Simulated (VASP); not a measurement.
# Pt (R-3m) in VASP: a series of runs, part 2 of 2

VASP 6.6.1. Earlier steps stand in the parts before.

## Step 3: Single point, LDA

This run uses another cell than the first one, of the same volume but with other edges.

File INCAR:

```
SYSTEM = Pt
ALGO = Fast
EDIFF = 1E-7
ENCUT = 520
GGA = CA
ISIF = 2
ISMEAR = 0
LASPH = .TRUE.
LCHARG = .FALSE.
LREAL = .FALSE.
LWAVE = .FALSE.
NBANDS = 11
NELM = 60
PREC = Accurate
SIGMA = 0.15
```

File KPOINTS:

```
k-points
0
G
  20 20 20
  0 0 0
```

File POSCAR:

```
Pt
1.0
    0.2920150933      2.0538394893      2.0538394893
    2.0538394893      0.2920150933      2.0538394893
    2.0538394893      2.0538394893      0.2920150933
Pt
1
Direct
    0.0000000000      0.0000000000      0.0000000000
```

Potentials or basis: VASP PAW LDA potentials, release 64 (Pt).

Run with:

```bash
> cat potpaw_LDA.64/Pt/POTCAR > POTCAR
> mpirun -np 1 vasp_std > vasp.out
```

OUTCAR:

```text
SYSTEM = Pt
   EDIFF = 1E-7
   ENCUT = 520
   GGA = CA
   ISIF = 2
   ISMEAR = 0
   LASPH = .TRUE.
   LREAL = .FALSE.
   NELM = 60
   PREC = Accurate

 ion  position               nearest neighbor table
   1  0.000  0.000  0.000-

  LATTYP: Found a trigonal (rhomboedric) cell.
 ALAT       =     2.9192098435
 COS(alpha) =     0.6357541527

  Lattice vectors:

 A1 = (   0.2920150933,   2.0538394893,   2.0538394893)
 A2 = (   2.0538394893,   0.2920150933,   2.0538394893)
 A3 = (   2.0538394893,   2.0538394893,   0.2920150933)

Analysis of symmetry for initial positions (statically):
=====================================================================
 Subroutine PRICEL returns:
 Original cell was already a primitive cell.

 Routine SETGRP: Setting up the symmetry group for a
 trigonal (rhombohedral) supercell.

 Subroutine GETGRP returns: Found 12 space group operations
 (whereof 12 operations were pure point group operations)
 out of a pool of 12 trial point group operations.

The static configuration has the point symmetry D_3d.

Analysis of symmetry for dynamics (positions and initial velocities):
=====================================================================
 Subroutine PRICEL returns:
 Original cell was already a primitive cell.

 Routine SETGRP: Setting up the symmetry group for a
 trigonal (rhombohedral) supercell.

 Subroutine GETGRP returns: Found 12 space group operations
 (whereof 12 operations were pure point group operations)
 out of a pool of 12 trial point group operations.

The dynamic configuration has the point symmetry D_3d.

 Subroutine INISYM returns: Found 12 space group operations
 (whereof 12 operations are pure point group operations),
 and found     1 'primitive' translations

----------------------------------------------------------------------------------------

                                     Primitive cell
[... 110 lines left out ...]
  volume/ion in A,a.u.               =      13.66        92.16
  Fermi-wavevector in a.u.,A,eV,Ry     =   1.475567  2.788417 29.623936  2.177298
  Thomas-Fermi vector in A             =   2.590200
   LORBIT       =      0    0 simple, 1 ext, 2 COOP (PROOUT), +10 PAW based schemes
   GGA     = CA    functional components
   LHFCALC =     F    Hartree Fock is set to
   AEXX    =    0.0000 exact exchange contribution
   IVDW    =     0    specifies the selected vdW correction
   LEPSILON=     F    determine dielectric tensor
   LRPA    =     F    only Hartree local field effects (RPA)
 non-spin polarized calculation
 RMM-DIIS sequential band-by-band and
 Gauss-broadening in eV      SIGMA  =   0.15
  energy-cutoff  :      520.00
  volume of cell :       13.66
 maximum number of plane-waves:       383
 NGX is ok and might be reduce to    24

 number of electron      10.0000000 magnetization

 number of electron       9.9999999 magnetization

 Free energy of the ion-electron system (eV)
  ---------------------------------------------------
  ext. energy  EPLUGINS =         0.00000000
  ---------------------------------------------------
  free energy    TOTEN  =        -6.92867242 eV

  energy without entropy =       -6.91475169  energy(sigma->0) =       -6.92171206

 E-fermi :  13.0427     XC(G=0): -14.2084

 val. band max:       13.0381792333   @ k =  -0.4500   0.4500   0.4500
 cond. band min:      13.0428200575   @ k =  -0.4500  -0.4500   0.2000
 fundamental gap:      0.0046408242
 Fermi energy:        13.0426780092

 k-point     1 :       0.0000    0.0000    0.0000
  band No.  band energies     occupation
      1       1.7140      2.00000
      2       6.8560      2.00000
      3       8.7278      2.00000
      4       8.7278      2.00000
      5      12.1853      2.00000
      6      12.1853      2.00000
      7      25.7150      0.00000
      8      30.0005      0.00000
      9      35.9884      0.00000
     10      35.9884      0.00000
     11      38.6589      0.00000
[... 309 lines left out ...]
 k-point    24 :      -0.3500    0.0500    0.0000
  band No.  band energies     occupation
      1       4.6728      2.00000
      2       7.4595      2.00000
      3       9.9705      2.00000
      4      10.5208      2.00000
      5      11.4509      2.00000
      6      13.8281      0.00000
      7      24.2376      0.00000
      8      28.4400      0.00000
      9      32.3206      0.00000
     10      35.8325      0.00000
     11      38.1317      0.00000

 [... further k-points ...]
[... 5 lines left out ...]
  --------------------------------------------------------------------------------------
  -------------------------------------------------------------------------------------
  Total        4.7007486      4.7007486      4.7007486     -2.4428460     -2.4428460     -2.4428460
  in kB      551.4801554    551.4801554    551.4801554   -286.5886299   -286.5886299   -286.5886299
  external PRESSURE =     551.4801554 kB  Pullay stress =       0.0000000 kB

 VOLUME and BASIS-vectors are now :
 -----------------------------------------------------------------------------
  energy-cutoff  :      520.00
  volume of cell :       13.66
      direct lattice vectors                 reciprocal lattice vectors
     0.292015093  2.053839489  2.053839489    -0.302632795  0.264960663  0.264960663
     2.053839489  0.292015093  2.053839489     0.264960663 -0.302632795  0.264960663
     2.053839489  2.053839489  0.292015093     0.264960663  0.264960663 -0.302632795

 POSITION                                       TOTAL-FORCE (eV/Angst)
 -----------------------------------------------------------------------------------
      0.00000      0.00000      0.00000         0.000000      0.000000     -0.000000
 -----------------------------------------------------------------------------------
    total drift:                               -0.000000      0.000000      0.000000

  FREE ENERGIE OF THE ION-ELECTRON SYSTEM (eV)
  ---------------------------------------------------
  free  energy   TOTEN  =        -6.9286724194 eV

  energy  without entropy=       -6.9147516950  energy(sigma->0) =       -6.92171206
```

OSZICAR:

```text
N       E                     dE             d eps       ncg     rms          rms(c)
DAV:   1     0.402180956602E+02    0.40218E+02   -0.54801E+03 17534   0.856E+02
DAV:   2    -0.673037387068E+01   -0.46948E+02   -0.45220E+02 19767   0.184E+02
DAV:   3    -0.734102153821E+01   -0.61065E+00   -0.60799E+00 20367   0.199E+01
DAV:   4    -0.734337372247E+01   -0.23522E-02   -0.23520E-02 19882   0.143E+00
DAV:   5    -0.734339104770E+01   -0.17325E-04   -0.17327E-04 20254   0.113E-01    0.189E+01
RMM:   6    -0.699687274321E+01    0.34652E+00   -0.25337E-01 17381   0.431E+00    0.102E+01
RMM:   7    -0.693420384373E+01    0.62669E-01   -0.73401E-02 18621   0.246E+00    0.256E+00
RMM:   8    -0.692874241959E+01    0.54614E-02   -0.11862E-02 18761   0.100E+00    0.435E-01
RMM:   9    -0.692866235287E+01    0.80067E-04   -0.81222E-04 20773   0.231E-01    0.111E-01
RMM:  10    -0.692867446415E+01   -0.12111E-04   -0.13703E-04 20795   0.876E-02    0.106E-01
RMM:  11    -0.692867833434E+01   -0.38702E-05   -0.29185E-05 21013   0.364E-02    0.266E-02
RMM:  12    -0.692867217116E+01    0.61632E-05   -0.15880E-05 19083   0.329E-02    0.846E-03
RMM:  13    -0.692867237783E+01   -0.20667E-06   -0.21889E-06 20433   0.980E-03    0.773E-03
RMM:  14    -0.692867241936E+01   -0.41526E-07   -0.18869E-07 16176   0.308E-03
   1 F= -.69286724E+01 E0= -.69217121E+01  d E =-.139207E-01
```

stdout:

```text
POSCAR found type information on POSCAR Pt
 POSCAR found :  1 types and       1 ions
 scaLAPACK will be used
 LDA part: xc-table for (Slater(with rela. corr.)+CA(PZ))
 , standard interpolation
 POSCAR, INCAR and KPOINTS ok, starting setup
 FFT: planning ... GRIDC
 FFT: planning ... GRID_SOFT
 FFT: planning ... GRID
 WAVECAR not read
 entering main loop
WARNING in EDDRMM: call to ZHEGV failed, returncode =   8  4     11
```

Run time: 68 s. Hardware: 1 thread of Intel Xeon Platinum 8488C (Sapphire Rapids), shared host; peak memory 0.23 GiB.

Results:

| Item | Value |
| --- | --- |
| Free energy | -6.9287 eV |
| Pressure | 55.1 GPa |
| Band gap on the k mesh | zero (band 5 reaches 14.65 eV, above the bottom of band 6 at 11.35 eV) |

Caveat: spin-orbit coupling is left out, which moves the levels of the heavy elements.

## Step 4: Single point, LDA

This run uses another cell than the first one, of 13.78 Å³/atom, 1.011 times its volume.

File INCAR:

```
PREC = Accurate
ENCUT = 520
EDIFF = 1E-6
ISMEAR = 0
SIGMA = 0.15
LREAL = False
LASPH = True
NELM = 60
ALGO = Fast
ISIF = 2
LWAVE = False
LCHARG = False
GGA = CA
NBANDS = 11
```

File KPOINTS:

```
Automatic mesh
0
Gamma
  20 20 20
```

File POSCAR:

```
Pt
1.0
   -0.1946767288      1.8104935782      1.8104935782
    1.8104935782     -0.1946767288      1.8104935782
    1.8104935782      1.8104935782     -0.1946767288
Pt
1
Direct
    0.0000000000      0.0000000000      0.0000000000
```

Potentials or basis: VASP PAW LDA potentials, release 64 (Pt).

Run with:

```bash
> cat potpaw_LDA.64/Pt/POTCAR > POTCAR
> mpirun -np 1 vasp_std > vasp.out
```

OUTCAR:

```text
PREC = Accurate
   ENCUT = 520
   EDIFF = 1E-6
   ISMEAR = 0
   LREAL = False
   LASPH = True
   NELM = 60
   ISIF = 2
   GGA = CA

 ion  position               nearest neighbor table
   1  0.000  0.000  0.000-

  LATTYP: Found a trigonal (rhomboedric) cell.
 ALAT       =     2.5678148341
 COS(alpha) =     0.3902172664

  Lattice vectors:

 A1 = (  -0.1946767288,   1.8104935782,   1.8104935782)
 A2 = (   1.8104935782,  -0.1946767288,   1.8104935782)
 A3 = (   1.8104935782,   1.8104935782,  -0.1946767288)

Analysis of symmetry for initial positions (statically):
=====================================================================
 Subroutine PRICEL returns:
 Original cell was already a primitive cell.

 Routine SETGRP: Setting up the symmetry group for a
 trigonal (rhombohedral) supercell.

 Subroutine GETGRP returns: Found 12 space group operations
 (whereof 12 operations were pure point group operations)
 out of a pool of 12 trial point group operations.

The static configuration has the point symmetry D_3d.

Analysis of symmetry for dynamics (positions and initial velocities):
=====================================================================
 Subroutine PRICEL returns:
 Original cell was already a primitive cell.

 Routine SETGRP: Setting up the symmetry group for a
 trigonal (rhombohedral) supercell.

 Subroutine GETGRP returns: Found 12 space group operations
 (whereof 12 operations were pure point group operations)
 out of a pool of 12 trial point group operations.

The dynamic configuration has the point symmetry D_3d.

 Subroutine INISYM returns: Found 12 space group operations
 (whereof 12 operations are pure point group operations),
 and found     1 'primitive' translations

----------------------------------------------------------------------------------------

                                     Primitive cell

  volume of cell :      13.7762

  direct lattice vectors                    reciprocal lattice vectors
    -0.194676729  1.810493578  1.810493578    -0.235187459  0.263523297  0.263523297
     1.810493578 -0.194676729  1.810493578     0.263523297 -0.235187459  0.263523297
     1.810493578  1.810493578 -0.194676729     0.263523297  0.263523297 -0.235187459

  length of vectors
     2.567814834  2.567814834  2.567814834     0.440683784  0.440683784  0.440683784

  position of ions in fractional coordinates (direct lattice)
     0.000000000  0.000000000  0.000000000

  ion indices of the primitive-cell ions
   primitive index   ion index
                 1           1

----------------------------------------------------------------------------------------

 KPOINTS: Automatic mesh

Automatic generation of k-mesh.
 Grid dimensions read from file:
 generate k-points for:   20   20   20

 Generating k-lattice:

  Cartesian coordinates                     Fractional coordinates (reciprocal lattice)
    -0.011759373  0.013176165  0.013176165     0.050000000  0.000000000 -0.000000000
     0.013176165 -0.011759373  0.013176165     0.000000000  0.050000000 -0.000000000
     0.013176165  0.013176165 -0.011759373     0.000000000  0.000000000  0.050000000

  Length of vectors
     0.022034189  0.022034189  0.022034189

  Shift w.r.t. Gamma in fractional coordinates (k-lattice)
     0.000000000  0.000000000  0.000000000

 Subroutine IBZKPT returns following result:
 ===========================================

 Found    781 irreducible k-points:

 Following reciprocal coordinates:
            Coordinates               Weight
  0.000000  0.000000  0.000000      1.000000
  0.050000  0.000000 -0.000000      6.000000
  0.100000 -0.000000 -0.000000      6.000000
  0.150000  0.000000 -0.000000      6.000000
  0.200000 -0.000000 -0.000000      6.000000
  0.250000  0.000000 -0.000000      6.000000
[... 16 lines left out ...]
 -0.400000  0.050000  0.000000     12.000000
 -0.350000  0.050000  0.000000     12.000000
 [... further k-points ...]
   k-points           NKPTS =    781   k-points in BZ     NKDIM =    781   number of bands    NBANDS=     11
   number of dos      NEDOS =    301   number of ions     NIONS =      1
   total plane-waves  NPLWV =   8000
   dimension x,y,z NGX =    20 NGY =   20 NGZ =   20
   dimension x,y,z NGXF=    40 NGYF=   40 NGZF=   40
   ions per type =               1
   NGX,Y,Z   is equivalent  to a cutoff of  12.95, 12.95, 12.95 a.u.
   NGXF,Y,Z  is equivalent  to a cutoff of  25.90, 25.90, 25.90 a.u.
 SYSTEM =  unknown system
   PREC   = accura    normal or accurate (medium, high low for compatibility)
   ISTART =      0    job   : 0-new  1-cont  2-samecut
   ICHARG =      2    charge: 1-file 2-atom 10-const
   ISPIN  =      1    spin polarized calculation?
   LNONCOLLINEAR =      F non collinear calculations
   LSORBIT =      F    spin-orbit coupling
   LASPH  =      T    aspherical Exc in radial PAW
   ENCUT  =  520.0 eV  38.22 Ry    6.18 a.u.   4.77  4.77  4.77*2*pi/ulx,y,z
   NELM   =     60;   NELMIN=  2; NELMDL= -5     # of ELM steps
   EDIFF  = 0.1E-05   stopping-criterion for ELM
   LREAL  =      F    real-space projection
   EDIFFG = 0.1E-04   stopping-criterion for IOM
   NSW    =      0    number of steps for IOM
   IBRION =     -1    ionic relax: 0-MD 1-quasi-New 2-CG
   NFREE  =      0    steps in history (QN), initial steepest desc. (CG)
   ISIF   =      2    stress and relaxation
   ISYM   =      2    0-nonsym 1-usesym 2-fastsym
   POTIM  = 0.5000    time-step for ionic-motion
   TEBEG  =    0.0;   TEEND  =   0.0 temperature during run
   PSTRESS=    0.0 pullay stress
   NELECT =      10.0000    total number of electrons
   NUPDOWN=      -1.0000    fix difference up-down
   EMIN   =  10.00;   EMAX   =-10.00  energy-range for DOS
   EFERMI =   0.00;   METHOD = LEGACY
   ISMEAR =     0;   SIGMA  =   0.15  broadening in eV -4-tet -1-fermi 0-gaus
   EFERMI_NEDOS =   21; number of points for ismear=-14 and -15
   IALGO  =     68    algorithm
   IMIX   =      4    mixing-type and parameters
     AMIX     =   0.40;   BMIX     =  1.00
     AMIX_MAG =   1.60;   BMIX_MAG =  1.00
  volume/ion in A,a.u.               =      13.78        92.97
  Fermi-wavevector in a.u.,A,eV,Ry     =   1.471290  2.780336 29.452472  2.164696
  Thomas-Fermi vector in A             =   2.586444
   LORBIT       =      0    0 simple, 1 ext, 2 COOP (PROOUT), +10 PAW based schemes
   GGA     = CA    functional components
   LHFCALC =     F    Hartree Fock is set to
   AEXX    =    0.0000 exact exchange contribution
   IVDW    =     0    specifies the selected vdW correction
   LEPSILON=     F    determine dielectric tensor
   LRPA    =     F    only Hartree local field effects (RPA)
 non-spin polarized calculation
 RMM-DIIS sequential band-by-band and
 Gauss-broadening in eV      SIGMA  =   0.15
  energy-cutoff  :      520.00
  volume of cell :       13.78
 maximum number of plane-waves:       382
   NGX =  9   NGY =  9   NGZ =  9

 number of electron      10.0000002 magnetization

 Free energy of the ion-electron system (eV)
  ---------------------------------------------------
  ext. energy  EPLUGINS =         0.00000000
  ---------------------------------------------------
  free energy    TOTEN  =        -7.24757310 eV

  energy without entropy =       -7.23469242  energy(sigma->0) =       -7.24113276

 E-fermi :  12.8912     XC(G=0): -14.1940

 val. band max:       12.8829676548   @ k =  -0.4500   0.4000   0.1000
 cond. band min:      12.8924668653   @ k =   0.4500   0.3500  -0.0000
 fundamental gap:      0.0094992106
 Fermi energy:        12.8911661155

 k-point     1 :       0.0000    0.0000    0.0000
  band No.  band energies     occupation
      1       1.7053      2.00000
      2       7.4574      2.00000
      3       7.4574      2.00000
      4      10.2007      2.00000
      5      11.5209      2.00000
      6      11.5209      2.00000
      7      27.1620      0.00000
      8      31.3608      0.00000
      9      31.3608      0.00000
     10      36.8001      0.00000
     11      38.8411      0.00000

 k-point     2 :       0.0500    0.0000   -0.0000
  band No.  band energies     occupation
      1       1.8079      2.00000
      2       7.4686      2.00000
      3       7.4754      2.00000
      4      10.2088      2.00000
      5      11.4917      2.00000
      6      11.5016      2.00000
      7      27.3183      0.00000
      8      31.0253      0.00000
      9      31.5597      0.00000
     10      36.7103      0.00000
     11      39.4729      0.00000
[... 295 lines left out ...]
 k-point    24 :      -0.3500    0.0500    0.0000
  band No.  band energies     occupation
      1       4.4936      2.00000
      2       7.4360      2.00000
      3       9.4246      2.00000
      4      10.2331      2.00000
      5      12.0239      2.00000
      6      12.5967      1.99450
      7      21.9950      0.00000
      8      28.4437      0.00000
      9      32.5115      0.00000
     10      36.9555      0.00000
     11      39.2777      0.00000

 [... further k-points ...]
[... 5 lines left out ...]
  --------------------------------------------------------------------------------------
  -------------------------------------------------------------------------------------
  Total        3.0723546      3.0723546      3.0723546      1.1871844      1.1871844      1.1871844
  in kB      357.3161853    357.3161853    357.3161853    138.0700587    138.0700587    138.0700587
  external PRESSURE =     357.3161853 kB  Pullay stress =       0.0000000 kB

 VOLUME and BASIS-vectors are now :
 -----------------------------------------------------------------------------
  energy-cutoff  :      520.00
  volume of cell :       13.78
      direct lattice vectors                 reciprocal lattice vectors
    -0.194676729  1.810493578  1.810493578    -0.235187459  0.263523297  0.263523297
     1.810493578 -0.194676729  1.810493578     0.263523297 -0.235187459  0.263523297
     1.810493578  1.810493578 -0.194676729     0.263523297  0.263523297 -0.235187459

 POSITION                                       TOTAL-FORCE (eV/Angst)
 -----------------------------------------------------------------------------------
      0.00000      0.00000      0.00000        -0.000000      0.000000     -0.000000
 -----------------------------------------------------------------------------------
    total drift:                                0.000000      0.000000      0.000000

  FREE ENERGIE OF THE ION-ELECTRON SYSTEM (eV)
  ---------------------------------------------------
  free  energy   TOTEN  =        -7.2475731043 eV

  energy  without entropy=       -7.2346924157  energy(sigma->0) =       -7.24113276
```

Run time: 60 s. Hardware: 1 thread of Intel Xeon Platinum 8488C (Sapphire Rapids), shared host; peak memory 0.22 GiB.

What came out:

```yaml
Free_energy: -7.2476 eV
Pressure: 35.7 GPa
Band_gap_on_the_k_mesh: zero (band 5 reaches 14.20 eV, above the bottom of band 6 at 10.48 eV)
```

Caveat: spin-orbit coupling is left out, which moves the levels of the heavy elements.

## Step 5: The runs side by side

| cell | further INCAR settings | gap on the mesh (eV) | pressure (GPa) |
| --- | --- | --- | --- |
| a = 2.509 Å, angles 70.7°, 1 atom | ALGO = Fast; EDIFF = 1e-06; NBANDS = 11 | none | 51.7 |
| a = 2.919 Å, angles 50.5°, 1 atom | ALGO = Fast; EDIFF = 1e-07; NBANDS = 11 | none | 55.1 |
| a = 2.568 Å, angles 67.0°, 1 atom | ALGO = Fast; EDIFF = 1e-06; NBANDS = 11 | none | 35.7 |

Alike in all rows: task single point; level LDA; potentials or basis VASP PAW LDA potentials, release 64 (Pt); no spin polarisation; k mesh 20 × 20 × 20; cutoff (eV) 520; smearing gaussian 0.15 eV.

Caveats: spin-orbit coupling is left out, which moves the levels of the heavy elements.

Absolute energies hang on the potentials; compare differences alone.
